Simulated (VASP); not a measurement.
**Mg8Si4H: single point with PBE**

Crystal: Mg8Si4H.

```xyz
13
Lattice="0.0007 6.3538 6.3618 6.3538 0.0007 6.3618 3.1773 3.1773 0.0000" Properties=species:S:1:pos:R:3 pbc="T T T"
Mg    1.5886    1.5886    1.6501
Mg    4.7174    1.6371    4.7390
Mg    1.6371    4.7174    4.7390
Mg    4.7659    4.7659    7.9510
Mg    4.7659    4.7659    4.7117
Mg    7.9909    4.7182    7.9847
Mg    4.7182    7.9909    7.9847
Mg    7.9432    7.9432   11.1345
Si   -0.0298    3.2071    3.1809
Si    3.1773    3.1773    6.4063
Si    0.0000    0.0000   -0.0444
Si    3.2071   -0.0298    3.1809
H     3.1773    3.1773    3.1809
```

* Program: VASP 6.6.1
* Task: single point
* Functional: PBE
* Potentials or basis: VASP PAW PBE potentials, release 64 (Mg, Si, H)
* Cutoff: 520 eV
* k mesh: 8 × 8 × 8
* Occupations: gaussian, width 0.1 eV
* Spin: no spin polarisation

```json
{
 "Pressure": "-0.1 GPa",
 "Largest force": "0.022 eV/Å"
}
```

Forces in eV/Å, atoms in the order of the input:
```
Mg   0.000  0.000 -0.002
Mg  -0.011  0.011  0.008
Mg   0.011 -0.011  0.008
Mg   0.000  0.000 -0.022
Mg   0.000  0.000  0.002
Mg   0.011 -0.011 -0.008
Mg  -0.011  0.011 -0.008
Mg   0.000  0.000  0.022
Si  -0.006  0.006  0.000
Si   0.000  0.000 -0.017
Si   0.000  0.000  0.017
Si   0.006 -0.006  0.000
H    0.000  0.000  0.000
```

Levels at points of the mesh, in eV from the Fermi level:
```
           k point  band 15  band 16  band 17  band 18  band 19  band 20
(0.00, 0.00, 0.00)     0.28     0.28     0.29     0.75     1.53     1.55
(0.50, 0.00, 0.00)    -0.15    -0.12    -0.11     1.34     1.85     1.96
(0.50, 0.50, 0.00)    -0.57    -0.44    -0.36     1.49     1.63     2.03
(0.00, 0.00, 0.50)    -0.41    -0.40    -0.32     0.62     0.73     0.75
(0.50, 0.00, 0.50)    -1.16    -1.13    -0.82     1.31     1.36     1.38
(0.50, 0.50, 0.50)    -0.57    -0.43     0.25     2.03     2.42     3.04
```

Run time: 22 min on 1 thread of AMD EPYC 9R45 (Zen 5) (shared host), peak memory 0.83 GiB.
